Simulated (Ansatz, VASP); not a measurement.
# One calculation of WS2, two programs

```xyz
12
Lattice="3.1460 0.0000 0.0000 -1.5730 2.7245 0.0000 0.0000 0.0000 34.5959" Properties=species:S:1:pos:R:3 pbc="T T T"
W     1.5730    0.9082   14.1241
W     1.5730    0.9082   26.8194
W     0.0000    1.8164    7.7765
W     0.0000    1.8164   20.4719
S     1.5730    0.9082    6.2100
S     1.5730    0.9082   18.9043
S     0.0000    1.8164   12.5565
S     0.0000    1.8164   25.2516
S     1.5730    0.9082    9.3443
S     1.5730    0.9082   22.0395
S     0.0000    1.8164   15.6917
S     0.0000    1.8164   28.3860
```

Alike in both runs: functional PBEsol; k mesh 12 × 12 × 1; occupations gaussian, width 0.02 eV; no spin polarisation.

Ansatz relaxed the structure, and its values are those at the end. VASP's run is a single point on that final structure, the one shown.

```csv
,VASP,Ansatz
version,VASP 6.6.1,Ansatz 0.2.0
potentials or method,"VASP PAW PBE potentials, release 64 (W_sv, S), cutoff 520 eV","scalar-relativistic, plane waves, PAW"
valence electrons in the cell,104,104
```

|  | VASP | Ansatz | Ansatz less VASP |
| --- | --- | --- | --- |
| gap on the k mesh at the Fermi level (eV) | 1.26 | 1.24 | -0.014 |
| least direct gap on the mesh (eV) | 1.88 | 1.88 | -0.004 |
| rms of the force components (eV/Å) | 0.010 | 0.000 | -0.0102 |

VASP's potentials were made for PBE, not for PBEsol. Ansatz's warnings: xc potential rough in thin density.

Neither program's run includes spin-orbit coupling.
